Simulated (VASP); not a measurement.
# SrCl2 (R-3m) in VASP: further runs

The runs below take SrCl2 through single point, with PBEsol.

Everything below comes from runs of VASP 6.6.1. Logs are shortened: lines on timing, memory, paths and dates and some standing lists are left out, and cuts for length are marked.

## 1. The cell of the first run

The typed cell holds 3 atoms: a = 4.820 Å, b = 4.820 Å, c = 4.820 Å, α = 59.97°, β = 59.97°, γ = 59.97°.

## 2. Single point, PBEsol (26.37 Å³/atom)

INCAR reads:

```
SYSTEM = SrCl2
PREC     = Accurate       ! precision mode
ENCUT    = 520            ! plane-wave cutoff, eV
EDIFF    = 1E-7           ! SCF threshold, eV
ISMEAR   = 0              ! smearing method
SIGMA    = 0.05           ! smearing width, eV
LREAL    = .False.        ! projectors in reciprocal space
LASPH    = .True.         ! aspherical terms in the spheres
NELM     = 100            ! most SCF steps
ALGO     = Normal         ! electronic algorithm
ISIF     = 2              ! what is computed and relaxed
LWAVE    = .False.        ! write WAVECAR
LCHARG   = .True.         ! write CHGCAR
GGA      = PS             ! functional
LELF     = .True.         ! ELF
LVHAR    = .True.       
NBANDS   = 19             ! bands
```

KPOINTS reads:

```
Automatic mesh
0
Gamma
  8 8 8
  0 0 0
```

POSCAR reads:

```
SrCl2
1.0
    2.4086991391      1.3906630963      3.9362042441
   -2.4086991391      1.3906630963      3.9362042441
    0.0000000000     -2.7813261927      3.9362042441
Sr Cl
1 2
Direct
    0.0000000000      0.0000000000      0.0000000000
    0.2499365507      0.2499365507      0.2499365507
    0.7500634493      0.7500634493      0.7500634493
```

Potentials or basis: VASP PAW PBE potentials, release 64 (Sr_sv, Cl).

Launch:

```
> cat potpaw_PBE.64/Sr_sv/POTCAR potpaw_PBE.64/Cl/POTCAR > POTCAR
> mpirun -np 1 vasp_std > vasp.out
```

OUTCAR:

```text
SYSTEM = SrCl2
   PREC = Accurate
   ENCUT = 520
   EDIFF = 1E-7
   ISMEAR = 0
   LREAL = .False.
   LASPH = .True.
   NELM = 100
   ISIF = 2
   GGA = PS

 ion  position               nearest neighbor table
   1  0.000  0.000  0.000-   3 2.95   2 2.95   3 2.95   3 2.95   2 2.95   2 2.95   3 2.95   2 2.95

   2  0.250  0.250  0.250-   1 2.95   1 2.95   1 2.95   1 2.95
   3  0.750  0.750  0.750-   1 2.95   1 2.95   1 2.95   1 2.95

  LATTYP: Found a trigonal (rhomboedric) cell.
 ALAT       =     4.8196970072
 COS(alpha) =     0.5004768310

  Lattice vectors:

 A1 = (   2.4086991391,   1.3906630963,   3.9362042441)
 A2 = (  -2.4086991391,   1.3906630963,   3.9362042441)
 A3 = (   0.0000000000,  -2.7813261927,   3.9362042441)

Analysis of symmetry for initial positions (statically):
=====================================================================
 Subroutine PRICEL returns:
 Original cell was already a primitive cell.

 Routine SETGRP: Setting up the symmetry group for a
 trigonal (rhombohedral) supercell.

 Subroutine GETGRP returns: Found 12 space group operations
 (whereof 12 operations were pure point group operations)
 out of a pool of 12 trial point group operations.

The static configuration has the point symmetry D_3d.

Analysis of symmetry for dynamics (positions and initial velocities):
=====================================================================
 Subroutine PRICEL returns:
 Original cell was already a primitive cell.

 Routine SETGRP: Setting up the symmetry group for a
 trigonal (rhombohedral) supercell.

 Subroutine GETGRP returns: Found 12 space group operations
 (whereof 12 operations were pure point group operations)
 out of a pool of 12 trial point group operations.

The dynamic configuration has the point symmetry D_3d.

 Subroutine INISYM returns: Found 12 space group operations
 (whereof 12 operations are pure point group operations),
 and found     1 'primitive' translations

----------------------------------------------------------------------------------------

                                     Primitive cell

  volume of cell :      79.1104

  direct lattice vectors                    reciprocal lattice vectors
     2.408699139  1.390663096  3.936204244     0.207580927  0.119846904  0.084683953
    -2.408699139  1.390663096  3.936204244    -0.207580927  0.119846904  0.084683953
     0.000000000 -2.781326193  3.936204244     0.000000000 -0.239693808  0.084683953

  length of vectors
     4.819697007  4.819697007  4.819697007     0.254213480  0.254213480  0.254213480

  position of ions in fractional coordinates (direct lattice)
     0.000000000  0.000000000  0.000000000
     0.249936551  0.249936551  0.249936551
     0.750063449  0.750063449  0.750063449

  ion indices of the primitive-cell ions
   primitive index   ion index
                 1           1
                 2           2
                 3           3

----------------------------------------------------------------------------------------

 KPOINTS: Automatic mesh

Automatic generation of k-mesh.
 Grid dimensions read from file:
 generate k-points for:    8    8    8

 Generating k-lattice:

  Cartesian coordinates                     Fractional coordinates (reciprocal lattice)
     0.025947616  0.014980863  0.010585494     0.125000000  0.000000000 -0.000000000
    -0.025947616  0.014980863  0.010585494     0.000000000  0.125000000 -0.000000000
     0.000000000 -0.029961726  0.010585494     0.000000000  0.000000000  0.125000000

  Length of vectors
     0.031776685  0.031776685  0.031776685

  Shift w.r.t. Gamma in fractional coordinates (k-lattice)
     0.000000000  0.000000000  0.000000000

 Subroutine IBZKPT returns following result:
 ===========================================

 Found     65 irreducible k-points:

 Following reciprocal coordinates:
            Coordinates               Weight
  0.000000  0.000000  0.000000      1.000000
  0.125000  0.000000 -0.000000      6.000000
  0.250000  0.000000 -0.000000      6.000000
  0.375000  0.000000 -0.000000      6.000000
  0.500000  0.000000 -0.000000      3.000000
  0.125000  0.125000 -0.000000      6.000000
[... 16 lines left out ...]
  0.250000  0.125000  0.125000      6.000000
  0.375000  0.125000  0.125000      6.000000
 [... further k-points ...]
   k-points           NKPTS =     65   k-points in BZ     NKDIM =     65   number of bands    NBANDS=     19
   number of dos      NEDOS =    301   number of ions     NIONS =      3
   total plane-waves  NPLWV =  46656
   dimension x,y,z NGX =    36 NGY =   36 NGZ =   36
   dimension x,y,z NGXF=    72 NGYF=   72 NGZF=   72
   ions per type =               1   2
   NGX,Y,Z   is equivalent  to a cutoff of  12.42, 12.42, 12.42 a.u.
   NGXF,Y,Z  is equivalent  to a cutoff of  24.83, 24.83, 24.83 a.u.
 SYSTEM =  SrCl2
   PREC   = accura    normal or accurate (medium, high low for compatibility)
   ISTART =      0    job   : 0-new  1-cont  2-samecut
   ICHARG =      2    charge: 1-file 2-atom 10-const
   ISPIN  =      1    spin polarized calculation?
   LNONCOLLINEAR =      F non collinear calculations
   LSORBIT =      F    spin-orbit coupling
   LASPH  =      T    aspherical Exc in radial PAW
   ENCUT  =  520.0 eV  38.22 Ry    6.18 a.u.   8.96  8.96  8.96*2*pi/ulx,y,z
   NELM   =    100;   NELMIN=  2; NELMDL= -5     # of ELM steps
   EDIFF  = 0.1E-06   stopping-criterion for ELM
   LREAL  =      F    real-space projection
   EDIFFG = 0.1E-05   stopping-criterion for IOM
   NSW    =      0    number of steps for IOM
   IBRION =     -1    ionic relax: 0-MD 1-quasi-New 2-CG
   NFREE  =      0    steps in history (QN), initial steepest desc. (CG)
   ISIF   =      2    stress and relaxation
   ISYM   =      2    0-nonsym 1-usesym 2-fastsym
   POTIM  = 0.5000    time-step for ionic-motion
   TEBEG  =    0.0;   TEEND  =   0.0 temperature during run
   PSTRESS=    0.0 pullay stress
   NELECT =      24.0000    total number of electrons
   NUPDOWN=      -1.0000    fix difference up-down
   EMIN   =  10.00;   EMAX   =-10.00  energy-range for DOS
   EFERMI =   0.00;   METHOD = LEGACY
   ISMEAR =     0;   SIGMA  =   0.05  broadening in eV -4-tet -1-fermi 0-gaus
   EFERMI_NEDOS =   21; number of points for ismear=-14 and -15
   IALGO  =     38    algorithm
   IMIX   =      4    mixing-type and parameters
     AMIX     =   0.40;   BMIX     =  1.00
     AMIX_MAG =   1.60;   BMIX_MAG =  1.00
  volume/ion in A,a.u.               =      26.37       177.95
  Fermi-wavevector in a.u.,A,eV,Ry     =   1.100021  2.078737 16.463664  1.210045
  Thomas-Fermi vector in A             =   2.236425
   LORBIT       =      0    0 simple, 1 ext, 2 COOP (PROOUT), +10 PAW based schemes
   GGA     = PS    functional components
   LHFCALC =     F    Hartree Fock is set to
   AEXX    =    0.0000 exact exchange contribution
   IVDW    =     0    specifies the selected vdW correction
   LEPSILON=     F    determine dielectric tensor
   LRPA    =     F    only Hartree local field effects (RPA)
 non-spin polarized calculation
 Gauss-broadening in eV      SIGMA  =   0.05
  energy-cutoff  :      520.00
  volume of cell :       79.11
 maximum number of plane-waves:      2148
   NGX = 17   NGY = 17   NGZ = 17

 number of electron      23.9999997 magnetization

 Free energy of the ion-electron system (eV)
  ---------------------------------------------------
  ext. energy  EPLUGINS =         0.00000000
  ---------------------------------------------------
  free energy    TOTEN  =       -13.32125757 eV

  energy without entropy =      -13.32125757  energy(sigma->0) =      -13.32125757

 E-fermi :   0.8238     XC(G=0):  -8.8087

 val. band max:        0.5675924767   @ k =   0.5000   0.5000  -0.0000
 cond. band min:       5.8695673783   @ k =   0.5000   0.5000  -0.0000
 fundamental gap:      5.3019749017
 Fermi energy:         0.8237794978

 k-point     1 :       0.0000    0.0000    0.0000
  band No.  band energies     occupation
      1     -32.0164      2.00000
      2     -14.0681      2.00000
      3     -14.0681      2.00000
      4     -14.0681      2.00000
      5     -12.9637      2.00000
      6     -11.9395      2.00000
[... 11 lines left out ...]
     18       9.5570      0.00000
     19      10.2661      0.00000

 k-point     2 :       0.1250    0.0000   -0.0000
  band No.  band energies     occupation
      1     -32.0156      2.00000
      2     -14.1694      2.00000
      3     -14.0711      2.00000
      4     -14.0711      2.00000
      5     -12.8186      2.00000
      6     -11.9815      2.00000
[... 11 lines left out ...]
     18       9.4692      0.00000
     19      10.4791      0.00000

 k-point     3 :       0.2500    0.0000   -0.0000
  band No.  band energies     occupation
      1     -32.0138      2.00000
      2     -14.3470      2.00000
      3     -14.0784      2.00000
      4     -14.0784      2.00000
      5     -12.5689      2.00000
      6     -12.0420      2.00000
[... 11 lines left out ...]
     18       9.3497      0.00000
     19      10.4784      0.00000

 k-point     4 :       0.3750    0.0000   -0.0000
  band No.  band energies     occupation
      1     -32.0119      2.00000
      2     -14.4767      2.00000
      3     -14.0857      2.00000
      4     -14.0857      2.00000
      5     -12.4824      2.00000
      6     -11.9768      2.00000
[... 407 lines left out ...]
     18       9.4673      0.00000
     19      10.4810      0.00000

 k-point    23 :       0.2500    0.1250    0.1250
  band No.  band energies     occupation
      1     -32.0145      2.00000
      2     -14.2735      2.00000
      3     -14.0944      2.00000
      4     -14.0733      2.00000
      5     -12.6369      2.00000
      6     -12.0364      2.00000
[... 11 lines left out ...]
     18       9.9662      0.00000
     19      10.1438      0.00000

 k-point    24 :       0.3750    0.1250    0.1250
  band No.  band energies     occupation
      1     -32.0126      2.00000
      2     -14.3996      2.00000
      3     -14.1324      2.00000
      4     -14.0806      2.00000
      5     -12.4271      2.00000
      6     -12.0704      2.00000
[... 11 lines left out ...]
     18       9.6000      0.00000
     19      10.4585      0.00000

 [... further k-points ...]

------------------------ aborting loop because EDIFF is reached ----------------------------------------

  FORCE on cell =-STRESS in cart. coord.  units (eV):
  Direction    XX          YY          ZZ          XY          YZ          ZX
  --------------------------------------------------------------------------------------
  -------------------------------------------------------------------------------------
  Total        0.9333822      0.9333822      0.9274393      0.0000000     -0.0000000      0.0000000
  in kB       18.9032606     18.9032606     18.7829022      0.0000000     -0.0000000      0.0000000
  external PRESSURE =      18.8631411 kB  Pullay stress =       0.0000000 kB

 VOLUME and BASIS-vectors are now :
 -----------------------------------------------------------------------------
  energy-cutoff  :      520.00
  volume of cell :       79.11
      direct lattice vectors                 reciprocal lattice vectors
     2.408699139  1.390663096  3.936204244     0.207580927  0.119846904  0.084683953
    -2.408699139  1.390663096  3.936204244    -0.207580927  0.119846904  0.084683953
     0.000000000 -2.781326193  3.936204244     0.000000000 -0.239693808  0.084683953

 POSITION                                       TOTAL-FORCE (eV/Angst)
 -----------------------------------------------------------------------------------
      0.00000      0.00000      0.00000        -0.000000      0.000000     -0.000000
      0.00000     -0.00000      2.95140         0.000000     -0.000000      0.000803
      0.00000     -0.00000      8.85721         0.000000      0.000000     -0.000803
 -----------------------------------------------------------------------------------
    total drift:                               -0.000000      0.000000     -0.000000

  FREE ENERGIE OF THE ION-ELECTRON SYSTEM (eV)
  ---------------------------------------------------
  free  energy   TOTEN  =       -13.3212575741 eV

  energy  without entropy=      -13.3212575741  energy(sigma->0) =      -13.32125757
```

It took 82 s on 1 thread of Oxide Virtual Turin-like, shared host; peak memory 0.22 GiB.

What came out:

- Free energy: -13.3213 eV
- Pressure: 1.9 GPa
- Band gap on the k mesh: 5.30 eV

Caveat: the PAW data sets were made with another functional, which shifts forces and pressure a little.

## 3. Single point, PBEsol (26.92 Å³/atom)

This run uses another cell than the first one, of 26.92 Å³/atom.

INCAR reads:

```
ALGO = Normal
EDIFF = 1E-7
ENCUT = 520
GGA = PS
ISIF = 2
ISMEAR = 0
LASPH = True
LCHARG = False
LREAL = False
LWAVE = False
NBANDS = 19
NELM = 100
PREC = Accurate
SIGMA = 0.05
```

KPOINTS reads:

```
k-points
0
Gamma
  8 8 8
```

POSCAR reads:

```
SrCl2
1.0
    2.4253113822      1.4002541794      3.9633513381
   -2.4253113822      1.4002541794      3.9633513381
    0.0000000000     -2.8005083588      3.9633513381
Sr Cl
1 2
Direct
    0.0000000000      0.0000000000      0.0000000000
    0.2499365507      0.2499365507      0.2499365507
    0.7500634493      0.7500634493      0.7500634493
```

Potentials or basis: VASP PAW PBE potentials, release 64 (Sr_sv, Cl).

Launch:

```
> cat potpaw_PBE.64/Sr_sv/POTCAR potpaw_PBE.64/Cl/POTCAR > POTCAR
> mpirun -np 1 vasp_std > vasp.out
```

Wall time 95 s (1 thread of Oxide Virtual Turin-like, shared host); peak memory 0.22 GiB.

The run converged. Its results:

| Property | Result |
| --- | --- |
| Free energy | -13.3364 eV |
| Pressure | 1.0 GPa |
| Band gap on the k mesh | 5.32 eV |

Levels at points of the mesh, in eV from the valence-band top:
```csv
k point,band 9,band 10,band 11,band 12,band 13,band 14,band 15,band 16
"(0.00, 0.00, 0.00)",-2.35,-0.36,-0.36,-0.36,5.32,5.94,5.94,8.95
"(0.50, 0.00, 0.00)",-1.63,-1.44,-1.14,-1.14,6.63,6.64,7.58,7.76
"(0.50, 0.50, 0.00)",-2.03,-0.46,-0.45,0.00,5.32,7.05,7.63,8.08
"(0.50, 0.50, 0.50)",-1.63,-1.44,-1.14,-1.14,6.63,6.63,7.58,7.76
```

Caveat: the PAW data sets were made with another functional, which shifts forces and pressure a little.

## 4. Single point, PBEsol

This run uses another cell than the first one, of 27.47 Å³/atom.

INCAR reads:

```
PREC = Accurate
ENCUT = 520
EDIFF = 1E-6
ISMEAR = 0
SIGMA = 0.05
LREAL = F
LASPH = T
NELM = 80
ALGO = Normal
ISIF = 2
LWAVE = F
LCHARG = F
GGA = PS
NBANDS = 19
```

KPOINTS reads:

```
regular mesh
0
Gamma
  8 8 8
```

POSCAR reads:

```
SrCl2
1.0
    2.4416991184      1.4097156433      3.9901315514
   -2.4416991184      1.4097156433      3.9901315514
    0.0000000000     -2.8194312866      3.9901315514
Sr Cl
1 2
Direct
    0.0000000000      0.0000000000      0.0000000000
    0.2499365507      0.2499365507      0.2499365507
    0.7500634493      0.7500634493      0.7500634493
```

Potentials or basis: VASP PAW PBE potentials, release 64 (Sr_sv, Cl).

Launch:

```
> cat potpaw_PBE.64/Sr_sv/POTCAR potpaw_PBE.64/Cl/POTCAR > POTCAR
> mpirun -np 1 vasp_std > vasp.out
```

OUTCAR:

```text
PREC = Accurate
   ENCUT = 520
   EDIFF = 1E-6
   ISMEAR = 0
   LREAL = F
   LASPH = T
   NELM = 80
   ISIF = 2
   GGA = PS

 ion  position               nearest neighbor table
   1  0.000  0.000  0.000-   3 2.99   3 2.99   2 2.99   2 2.99   3 2.99   2 2.99   3 2.99   2 2.99

   2  0.250  0.250  0.250-   1 2.99   1 2.99   1 2.99   1 2.99
   3  0.750  0.750  0.750-   1 2.99   1 2.99   1 2.99   1 2.99

  LATTYP: Found a trigonal (rhomboedric) cell.
 ALAT       =     4.8857284592
[... 722 lines left out ...]

  FORCE on cell =-STRESS in cart. coord.  units (eV):
  Direction    XX          YY          ZZ          XY          YZ          ZX
  --------------------------------------------------------------------------------------
  -------------------------------------------------------------------------------------
  Total        0.0730962      0.0730962      0.0677874      0.0000000      0.0000000      0.0000000
  in kB        1.4211603      1.4211603      1.3179456      0.0000000      0.0000000      0.0000000
  external PRESSURE =       1.3867554 kB  Pullay stress =       0.0000000 kB

 VOLUME and BASIS-vectors are now :
 -----------------------------------------------------------------------------
  energy-cutoff  :      520.00
  volume of cell :       82.41
      direct lattice vectors                 reciprocal lattice vectors
     2.441699118  1.409715643  3.990131551     0.204775435  0.118227153  0.083539434
    -2.441699118  1.409715643  3.990131551    -0.204775435  0.118227153  0.083539434
     0.000000000 -2.819431287  3.990131551     0.000000000 -0.236454305  0.083539434

 POSITION                                       TOTAL-FORCE (eV/Angst)
 -----------------------------------------------------------------------------------
      0.00000      0.00000      0.00000         0.000000     -0.000000     -0.000000
      0.00000      0.00000      2.99184         0.000000     -0.000000      0.001052
      0.00000      0.00000      8.97856         0.000000      0.000000     -0.001052
 -----------------------------------------------------------------------------------
    total drift:                               -0.000000      0.000000     -0.000000

  FREE ENERGIE OF THE ION-ELECTRON SYSTEM (eV)
  ---------------------------------------------------
  free  energy   TOTEN  =       -13.3425077638 eV

  energy  without entropy=      -13.3425077638  energy(sigma->0) =      -13.34250776
```

OSZICAR:

```text
N       E                     dE             d eps       ncg     rms          rms(c)
DAV:   1     0.137586212850E+03    0.13759E+03   -0.11458E+04  2470   0.114E+03
DAV:   2    -0.451083149402E+01   -0.14210E+03   -0.13759E+03  3238   0.220E+02
DAV:   3    -0.132493325613E+02   -0.87385E+01   -0.87090E+01  3316   0.546E+01
DAV:   4    -0.135575270020E+02   -0.30819E+00   -0.30779E+00  4069   0.864E+00
DAV:   5    -0.135602436339E+02   -0.27166E-02   -0.27162E-02  3390   0.822E-01    0.148E+01
DAV:   6    -0.133350030914E+02    0.22524E+00   -0.43105E-01  2853   0.371E+00    0.927E+00
DAV:   7    -0.133382089196E+02   -0.32058E-02   -0.28678E-01  3319   0.330E+00    0.156E+00
DAV:   8    -0.133398034556E+02   -0.15945E-02   -0.46010E-02  2826   0.115E+00    0.344E-01
DAV:   9    -0.133410738964E+02   -0.12704E-02   -0.15150E-03  3012   0.240E-01    0.121E-01
DAV:  10    -0.133422857431E+02   -0.12118E-02   -0.76800E-04  2738   0.139E-01    0.315E-02
DAV:  11    -0.133424768725E+02   -0.19113E-03   -0.15099E-04  3078   0.569E-02    0.325E-02
DAV:  12    -0.133425077201E+02   -0.30848E-04   -0.44917E-05  2727   0.292E-02    0.108E-02
DAV:  13    -0.133425077638E+02   -0.43707E-07   -0.56090E-07  2857   0.462E-03
   1 F= -.13342508E+02 E0= -.13342508E+02  d E =-.999559E-17
```

stdout:

```text
POSCAR found type information on POSCAR SrCl
 POSCAR found :  2 types and       3 ions
 scaLAPACK will be used
 -----------------------------------------------------------------------------
|                                                                             |
|                                                                             |
|     You enforced a specific xc type in the INCAR file but a different       |
|     I HOPE YOU KNOW WHAT YOU ARE DOING!                                     |
|                                                                             |
 -----------------------------------------------------------------------------

 LDA part: xc-table for (Slater+PW92), standard interpolation
 POSCAR, INCAR and KPOINTS ok, starting setup
 FFT: planning ... GRIDC
 FFT: planning ... GRID_SOFT
 FFT: planning ... GRID
 WAVECAR not read
 entering main loop
```

Wall time 98 s (1 thread of Oxide Virtual Turin-like, shared host); peak memory 0.23 GiB.

What came out:

```
Free energy            : -13.3425 eV
Pressure               : 0.1 GPa
Band gap on the k mesh : 5.24 eV (least direct gap 5.34 eV)
```

Caveat: the PAW data sets were made with another functional, which shifts forces and pressure a little. A k mesh can miss the band edges.

[end of part 1 of 2]
